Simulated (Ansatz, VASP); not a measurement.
**Ti: VASP beside Ansatz**

```
CELL_PARAMETERS angstrom
-2.47466 2.47466 1.40209
2.47466 -2.47466 1.40209
2.47466 2.47466 -1.40209
ATOMIC_POSITIONS crystal
Ti 0.00000 0.00000 0.00000
Ti 0.75000 0.25000 0.50000
```

Alike in both runs: functional r2SCAN; k mesh 22 × 22 × 22; occupations gaussian, width 0.1 eV; no spin polarisation.

Ansatz relaxed the structure, and its values are those at the end. VASP's run is a single point on that final structure, the one shown.

```csv
,VASP,Ansatz
version,VASP 6.6.1,Ansatz 0.2.0
potentials or method,"VASP PAW PBE potentials, release 64 (Ti_sv), cutoff 520 eV","scalar-relativistic, plane waves, PAW"
valence electrons in the cell,24,24
```

Ansatz gave:

- gap on the k mesh at the Fermi level (eV): none
- pressure (GPa): 0.0

Question: Estimate VASP's values.

Answer: gap on the k mesh at the Fermi level (eV): none; pressure (GPa): 0.5.

VASP's potentials were made for PBE, not for r2SCAN. A gap of «none» marks a metal or a gap that the smearing closes. With one functional, cell and mesh, what is left measures potentials, basis and numerics.
